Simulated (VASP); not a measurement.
# PdC18 in VASP: a series of runs

Runs on PdC18. Level: PBE+D3(BJ). Tasks: single point.

Everything below comes from runs of VASP 6.6.1. Logs are shortened: lines on timing, memory, paths and dates and some standing lists are left out, and cuts for length are marked.

### Step 1. The cell of the first run

The cell holds a slab with vacuum, 19 atoms: a = 7.398 Å, b = 7.398 Å, c = 12.000 Å, α = 90.00°, β = 90.00°, γ = 120.00°.

### Step 2. Single point, PBE+D3(BJ)

INCAR reads:

```
SYSTEM = PdC18
ALGO     = Normal         ! electronic algorithm
EDIFF    = 1E-6           ! SCF threshold, eV
ENCUT    = 520            ! plane-wave cutoff, eV
GGA      = PE             ! functional
ISIF     = 2              ! what is computed and relaxed
ISMEAR   = 0              ! smearing method
IVDW     = 12             ! dispersion correction
LASPH    = .True.         ! aspherical terms in the spheres
LCHARG   = .True.         ! write CHGCAR
LELF     = .True.         ! ELF
LREAL    = Auto         
LVHAR    = .True.       
LWAVE    = .False.        ! write WAVECAR
NBANDS   = 56             ! bands
NELM     = 80             ! most SCF steps
PREC     = Accurate       ! precision mode
SIGMA    = 0.02           ! smearing width, eV
```

KPOINTS reads:

```
k-points
0
Gamma
  2 2 1
  0 0 0
```

POSCAR reads:

```
PdC18
1.0
    7.3980000000      0.0000000000      0.0000000000
   -3.6990000000      6.4068560000      0.0000000000
    0.0000000000      0.0000000000     12.0000000000
C Pd
18 1
Direct
   -0.0049220961     -0.0057522754      0.0935641667
    0.2200779257      0.1067433075      0.0935465000
   -0.0028041847      0.3291129065      0.0800802500
    0.2179024717      0.4395254084      0.0802960000
   -0.0027674588      0.6615069856      0.0804175000
    0.2179449432      0.7719215166      0.0802260000
    0.3318499663     -0.0054057716      0.0845792500
    0.5513998443      0.1058353739      0.0814850833
    0.3318590644      0.3306116136      0.0850250000
    0.5513658211      0.4391225587      0.0818214167
    0.3306390026      0.6619852233      0.0796595833
    0.5513744664      0.7724685868      0.0816325833
    0.6637671756     -0.0047822208      0.0816295000
    0.8833008067      0.1064161579      0.0847464167
    0.6637692897      0.3285742648      0.0816100000
    0.8845039376      0.4390303138      0.0796333333
    0.6637388812      0.6619073380      0.0816852500
    0.8832590370      0.7703801990      0.0848858333
    1.1076035067      1.0504119337      0.2634758333
```

Potentials or basis: VASP PAW PBE potentials, release 64 (C, Pd).

Launch:

```console
> cat potpaw_PBE.64/C/POTCAR potpaw_PBE.64/Pd/POTCAR > POTCAR
> mpirun -np 1 vasp_std > vasp.out
```

OUTCAR:

```text
SYSTEM = PdC18
   EDIFF = 1E-6
   ENCUT = 520
   GGA = PE
   ISIF = 2
   ISMEAR = 0
   IVDW = 12
   LASPH = .True.
   LREAL = Auto
   NELM = 80
   PREC = Accurate
 IVDW          = 12

 ion  position               nearest neighbor table
   1  0.995  0.994  0.094-  18 1.44  14 1.44   2 1.44  19 2.16
   2  0.220  0.107  0.094-   9 1.44   7 1.44   1 1.44  19 2.16
   3  0.997  0.329  0.080-   4 1.41  16 1.43  14 1.43
   4  0.218  0.440  0.080-   3 1.41  11 1.43   9 1.43
   5  0.997  0.662  0.080-   6 1.41  16 1.43  18 1.43
   6  0.218  0.772  0.080-   5 1.41  11 1.43   7 1.43
   7  0.332  0.995  0.085-   8 1.41   6 1.43   2 1.44
   8  0.551  0.106  0.081-   7 1.41  15 1.43  13 1.43
[... 8 lines left out ...]
  17  0.664  0.662  0.082-  18 1.41  10 1.43  12 1.43
  18  0.883  0.770  0.085-  17 1.41   5 1.43   1 1.44
  19  0.108  0.050  0.263-   1 2.16   2 2.16

  LATTYP: Found a hexagonal cell.
 ALAT       =     7.3980000000
 C/A-ratio  =     1.6220600162

  Lattice vectors:

 A1 = (   7.3980000000,   0.0000000000,   0.0000000000)
 A2 = (  -3.6990000000,   6.4068560000,   0.0000000000)
 A3 = (   0.0000000000,   0.0000000000,  12.0000000000)

Analysis of symmetry for initial positions (statically):
=====================================================================
 Subroutine PRICEL returns:
 Original cell was already a primitive cell.

 Routine SETGRP: Setting up the symmetry group for a
 hexagonal supercell.

 Subroutine GETGRP returns: Found  1 space group operations
 (whereof  1 operations were pure point group operations)
 out of a pool of 24 trial point group operations.

The static configuration has the point symmetry C_1 .

Analysis of symmetry for dynamics (positions and initial velocities):
=====================================================================
 Subroutine PRICEL returns:
 Original cell was already a primitive cell.

 Routine SETGRP: Setting up the symmetry group for a
 hexagonal supercell.

 Subroutine GETGRP returns: Found  1 space group operations
 (whereof  1 operations were pure point group operations)
 out of a pool of 24 trial point group operations.

The dynamic configuration has the point symmetry C_1 .

 Subroutine INISYM returns: Found  1 space group operations
 (whereof  1 operations are pure point group operations),
 and found     1 'primitive' translations

----------------------------------------------------------------------------------------

                                     Primitive cell

  volume of cell :     568.7750

  direct lattice vectors                    reciprocal lattice vectors
     7.398000000  0.000000000  0.000000000     0.135171668  0.078041398  0.000000000
    -3.699000000  6.406856000  0.000000000     0.000000000  0.156082796  0.000000000
     0.000000000  0.000000000 12.000000000     0.000000000  0.000000000  0.083333333

  length of vectors
     7.398000000  7.398000054 12.000000000     0.156082797  0.156082796  0.083333333

  position of ions in fractional coordinates (direct lattice)
     0.995077904  0.994247725  0.093564167
     0.220077926  0.106743307  0.093546500
     0.997195815  0.329112907  0.080080250
     0.217902472  0.439525408  0.080296000
     0.997232541  0.661506986  0.080417500
     0.217944943  0.771921517  0.080226000
[... 11 lines left out ...]
     0.883259037  0.770380199  0.084885833
     0.107603507  0.050411934  0.263475833

  ion indices of the primitive-cell ions
   primitive index   ion index
                 1           1
                 2           2
                 3           3
                 4           4
                 5           5
                 6           6
[... 11 lines left out ...]
                18          18
                19          19

----------------------------------------------------------------------------------------

 KPOINTS: k-points

Automatic generation of k-mesh.
 Grid dimensions read from file:
 generate k-points for:    2    2    1

 Generating k-lattice:

  Cartesian coordinates                     Fractional coordinates (reciprocal lattice)
     0.067585834  0.039020699  0.000000000     0.500000000  0.000000000  0.000000000
     0.000000000  0.078041398  0.000000000     0.000000000  0.500000000  0.000000000
     0.000000000  0.000000000  0.083333333     0.000000000  0.000000000  1.000000000

  Length of vectors
     0.078041399  0.078041398  0.083333333

  Shift w.r.t. Gamma in fractional coordinates (k-lattice)
     0.000000000  0.000000000  0.000000000

 Subroutine IBZKPT returns following result:
 ===========================================

 Found      4 irreducible k-points:

 Following reciprocal coordinates:
            Coordinates               Weight
  0.000000  0.000000  0.000000      1.000000
  0.500000  0.000000  0.000000      1.000000
  0.000000  0.500000  0.000000      1.000000
  0.500000  0.500000  0.000000      1.000000
   k-points           NKPTS =      4   k-points in BZ     NKDIM =      4   number of bands    NBANDS=     56
   number of dos      NEDOS =    301   number of ions     NIONS =     19
   total plane-waves  NPLWV = 282240
   dimension x,y,z NGX =    56 NGY =   56 NGZ =   90
   dimension x,y,z NGXF=   112 NGYF=  112 NGZF=  180
   ions per type =              18   1
   NGX,Y,Z   is equivalent  to a cutoff of  12.58, 12.58, 12.47 a.u.
   NGXF,Y,Z  is equivalent  to a cutoff of  25.17, 25.17, 24.94 a.u.
 SYSTEM =  PdC18
   PREC   = accura    normal or accurate (medium, high low for compatibility)
   ISTART =      0    job   : 0-new  1-cont  2-samecut
   ICHARG =      2    charge: 1-file 2-atom 10-const
   ISPIN  =      1    spin polarized calculation?
   LNONCOLLINEAR =      F non collinear calculations
   LSORBIT =      F    spin-orbit coupling
   LASPH  =      T    aspherical Exc in radial PAW
   ENCUT  =  520.0 eV  38.22 Ry    6.18 a.u.  13.76 13.76 22.31*2*pi/ulx,y,z
   NELM   =     80;   NELMIN=  2; NELMDL= -5     # of ELM steps
   EDIFF  = 0.1E-05   stopping-criterion for ELM
   LREAL  =      T    real-space projection
   EDIFFG = 0.1E-04   stopping-criterion for IOM
   NSW    =      0    number of steps for IOM
   IBRION =     -1    ionic relax: 0-MD 1-quasi-New 2-CG
   NFREE  =      0    steps in history (QN), initial steepest desc. (CG)
   ISIF   =      2    stress and relaxation
   ISYM   =      2    0-nonsym 1-usesym 2-fastsym
   POTIM  = 0.5000    time-step for ionic-motion
   TEBEG  =    0.0;   TEEND  =   0.0 temperature during run
   PSTRESS=    0.0 pullay stress
   NELECT =      82.0000    total number of electrons
   NUPDOWN=      -1.0000    fix difference up-down
   EMIN   =  10.00;   EMAX   =-10.00  energy-range for DOS
   EFERMI =   0.00;   METHOD = LEGACY
   ISMEAR =     0;   SIGMA  =   0.02  broadening in eV -4-tet -1-fermi 0-gaus
   EFERMI_NEDOS =   21; number of points for ismear=-14 and -15
   IALGO  =     38    algorithm
   IMIX   =      4    mixing-type and parameters
     AMIX     =   0.40;   BMIX     =  1.00
     AMIX_MAG =   1.60;   BMIX_MAG =  1.00
  volume/ion in A,a.u.               =      29.94       202.01
  Fermi-wavevector in a.u.,A,eV,Ry     =   0.858419  1.622176 10.025902  0.736883
  Thomas-Fermi vector in A             =   1.975621
   LORBIT       =      0    0 simple, 1 ext, 2 COOP (PROOUT), +10 PAW based schemes
   GGA     = PE    functional components
   LHFCALC =     F    Hartree Fock is set to
   AEXX    =    0.0000 exact exchange contribution
   IVDW    =    12    specifies the selected vdW correction
   LEPSILON=     F    determine dielectric tensor
   LRPA    =     F    only Hartree local field effects (RPA)
 non-spin polarized calculation
 Gauss-broadening in eV      SIGMA  =   0.02
  energy-cutoff  :      520.00
  volume of cell :      568.78
 maximum number of plane-waves:     15363
 NGX is ok and might be reduce to    56
   NGX = 27   NGY = 27   NGZ = 45

 number of electron      82.0000004 magnetization

 Free energy of the ion-electron system (eV)
  ---------------------------------------------------
  ext. energy  EPLUGINS =         0.00000000
  ---------------------------------------------------
  free energy    TOTEN  =      -168.28868684 eV

  energy without entropy =     -168.28851694  energy(sigma->0) =     -168.28860189

 E-fermi :  -0.9760     XC(G=0):  -4.1480

 val. band max:       -1.0134401674   @ k =   0.0000   0.0000   0.0000
 cond. band min:      -0.9385773493   @ k =   0.0000   0.0000   0.0000
 fundamental gap:      0.0748628181
 Fermi energy:        -0.9760087583

 k-point     1 :       0.0000    0.0000    0.0000
  band No.  band energies     occupation
      1     -20.6898      2.00000
      2     -18.2558      2.00000
      3     -18.1386      2.00000
      4     -18.0779      2.00000
      5     -18.0712      2.00000
      6     -18.0438      2.00000
[... 45 lines left out ...]
     52       3.8115      0.00000
     53       3.9382      0.00000

 k-point     2 :       0.5000    0.0000    0.0000
  band No.  band energies     occupation
      1     -20.0766      2.00000
      2     -19.9973      2.00000
      3     -18.7611      2.00000
      4     -18.7110      2.00000
      5     -16.3120      2.00000
      6     -16.2667      2.00000
[... 45 lines left out ...]
     52       3.9541      0.00000
     53       4.1880      0.00000

 k-point     3 :       0.0000    0.5000    0.0000
  band No.  band energies     occupation
      1     -20.0876      2.00000
      2     -19.9823      2.00000
      3     -18.7556      2.00000
      4     -18.7246      2.00000
      5     -16.3346      2.00000
      6     -16.2649      2.00000
[... 45 lines left out ...]
     52       3.9349      0.00000
     53       4.1839      0.00000

 k-point     4 :       0.5000    0.5000    0.0000
  band No.  band energies     occupation
      1     -20.0877      2.00000
      2     -19.9821      2.00000
      3     -18.7536      2.00000
      4     -18.7270      2.00000
      5     -16.3326      2.00000
      6     -16.2670      2.00000
[... 45 lines left out ...]
     52       3.9343      0.00000
     53       4.1844      0.00000
 [bands above 53 left out]

------------------------ aborting loop because EDIFF is reached ----------------------------------------

 Edisp (eV)   -1.88490

 E8    (eV) :    -0.6124

  FORCE on cell =-STRESS in cart. coord.  units (eV):
  Direction    XX          YY          ZZ          XY          YZ          ZX
  --------------------------------------------------------------------------------------
  -------------------------------------------------------------------------------------
  Total       2.04590     5.49044    -0.13184    -3.35346     0.00823    -0.00472
  in kB       5.76308    15.46597    -0.37138    -9.44633     0.02318    -0.01331
  external pressure =        6.95 kB  Pullay stress =        0.00 kB

 VOLUME and BASIS-vectors are now :
 -----------------------------------------------------------------------------
  energy-cutoff  :      520.00
  volume of cell :      568.78
      direct lattice vectors                 reciprocal lattice vectors
     7.398000000  0.000000000  0.000000000     0.135171668  0.078041398  0.000000000
    -3.699000000  6.406856000  0.000000000     0.000000000  0.156082796  0.000000000
     0.000000000  0.000000000 12.000000000     0.000000000  0.000000000  0.083333333

 POSITION                                       TOTAL-FORCE (eV/Angst)
 -----------------------------------------------------------------------------------
      3.68386      6.37000      1.12277        -0.007297      0.007754      0.004295
      1.23329      0.68389      1.12256        -0.001527      0.005388      0.006279
      6.15987      2.10858      0.96096         0.025131     -0.002134      0.013262
     -0.01376      2.81598      0.96355        -0.012694     -0.019725      0.001714
      4.93061      4.23818      0.96501         0.015642      0.004189     -0.013329
     -1.24298      4.94559      0.96271        -0.012041     -0.009821     -0.004798
[... 11 lines left out ...]
      3.68471      4.93572      1.01863        -0.011535     -0.002964      0.003389
      0.60958      0.32298      3.16171        -0.001001      0.002162      0.013535
 -----------------------------------------------------------------------------------
    total drift:                               -0.000700     -0.010543      0.037802

  FREE ENERGIE OF THE ION-ELECTRON SYSTEM (eV)
  ---------------------------------------------------
  free  energy   TOTEN  =      -170.1735917612 eV

  energy  without entropy=     -170.1734218630  energy(sigma->0) =     -170.17350681
```

Run time: 4.8 min. Hardware: 1 thread of Intel Xeon Platinum 8124M at 3.00GHz (Skylake/Cascade Lake), shared host; peak memory 0.59 GiB.

Results:

| Item | Value |
| --- | --- |
| Free energy | -170.1736 eV |
| Largest force | 0.028 eV/Å |
| Band gap on the k mesh | 0.07 eV |
| Dispersion energy per atom | -0.099 eV |

Forces on the atoms (eV/Å):
```
C   -0.007  0.008  0.004
C   -0.002  0.005  0.006
C    0.025 -0.002  0.013
C   -0.013 -0.020  0.002
C    0.016  0.004 -0.013
C   -0.012 -0.010 -0.005
C    0.015  0.010  0.007
C   -0.008 -0.018  0.012
C   -0.003  0.009 -0.014
C    0.003 -0.008 -0.012
C   -0.003  0.006  0.000
C   -0.001 -0.017 -0.004
C    0.007  0.016 -0.006
C   -0.010  0.005 -0.010
C    0.000  0.016 -0.005
C    0.003 -0.006 -0.001
C    0.003  0.003  0.009
C   -0.012 -0.003  0.003
Pd  -0.001  0.002  0.014
```

Caveat: the k points lie up to 0.49 Å⁻¹ apart; there is no dipole correction, which matters where the two faces differ.

### Step 3. Single point, PBE+D3(BJ)

INCAR reads:

```
PREC = Accurate
ENCUT = 520
EDIFF = 1E-7
ISMEAR = 0
SIGMA = 0.02
LREAL = Auto
LASPH = True
NELM = 60
ALGO = Normal
ISIF = 2
LWAVE = False
LCHARG = False
GGA = PE
IVDW = 12
NBANDS = 56
```

KPOINTS reads:

```
regular mesh
0
Gamma
  2 2 1
```

POSCAR reads:

```
PdC18
1.0
    7.3980000000      0.0000000000      0.0000000000
   -3.6990000000      6.4068560000      0.0000000000
    0.0000000000      0.0000000000     12.0000000000
C Pd
18 1
Direct
   -0.0014833670     -0.0054057716      0.0845792500
    0.2180665109      0.1058353739      0.0814850833
   -0.0014742689      0.3306116136      0.0850250000
    0.2180324878      0.4391225587      0.0818214167
   -0.0026943308      0.6619852233      0.0796595833
    0.2180411331      0.7724685868      0.0816325833
    0.3304338423     -0.0047822208      0.0816295000
    0.5499674734      0.1064161579      0.0847464167
    0.3304359564      0.3285742648      0.0816100000
    0.5511706043      0.4390303138      0.0796333333
    0.3304055479      0.6619073380      0.0816852500
    0.5499257037      0.7703801990      0.0848858333
    0.6617445706     -0.0057522754      0.0935641667
    0.8867445924      0.1067433075      0.0935465000
    0.6638624819      0.3291129065      0.0800802500
    0.8845691384      0.4395254084      0.0802960000
    0.6638992079      0.6615069856      0.0804175000
    0.8846116099      0.7719215166      0.0802260000
    0.7742701734      1.0504119337      0.2634758333
```

Potentials or basis: VASP PAW PBE potentials, release 64 (C, Pd).

Launch:

```console
> cat potpaw_PBE.64/C/POTCAR potpaw_PBE.64/Pd/POTCAR > POTCAR
> mpirun -np 1 vasp_std > vasp.out
```

Run time: 5.2 min. Hardware: 1 thread of Intel Xeon Platinum 8124M at 3.00GHz (Skylake/Cascade Lake), shared host; peak memory 0.59 GiB.

Results (log left out):

| Property | Result |
| --- | --- |
| Free energy | -170.1735 eV |
| Largest force | 0.026 eV/Å |
| Band gap on the k mesh | 0.07 eV |
| Dispersion energy per atom | -0.099 eV |

Forces in eV/Å, atoms in the order of the input:
```
C    0.015  0.014  0.007
C   -0.015 -0.017  0.011
C    0.012  0.011 -0.013
C   -0.005 -0.015 -0.008
C   -0.003  0.014  0.001
C   -0.001 -0.022 -0.001
C    0.010  0.016 -0.007
C   -0.008  0.010 -0.013
C   -0.008  0.025 -0.002
C   -0.004 -0.005 -0.002
C    0.012  0.000  0.009
C   -0.010 -0.003  0.004
C   -0.006 -0.003  0.002
C    0.001  0.005  0.006
C    0.018 -0.008  0.013
C    0.000 -0.023  0.001
C    0.012  0.004 -0.010
C   -0.016 -0.005 -0.010
Pd  -0.003  0.001  0.013
```

Levels at points of the mesh, in eV from the valence-band top:
| k point | band 38 | band 39 | band 40 | band 41 | band 42 | band 43 | band 44 | band 45 |
| --- | --- | --- | --- | --- | --- | --- | --- | --- |
| (0.00, 0.00, 0.00) | -1.45 | -1.43 | -0.17 | 0.00 | 0.07 | 0.28 | 0.94 | 3.40 |
| (0.50, 0.00, 0.00) | -1.52 | -1.22 | -1.22 | -1.22 | 0.89 | 1.60 | 2.32 | 2.37 |
| (0.00, 0.50, 0.00) | -1.50 | -1.48 | -1.28 | -1.03 | 0.98 | 1.62 | 2.35 | 2.38 |
| (0.50, 0.50, 0.00) | -1.50 | -1.48 | -1.28 | -1.03 | 0.98 | 1.63 | 2.35 | 2.39 |

Caveat: the k points lie up to 0.49 Å⁻¹ apart; there is no dipole correction, which matters where the two faces differ.

(Part 1 of 2 ends here.)
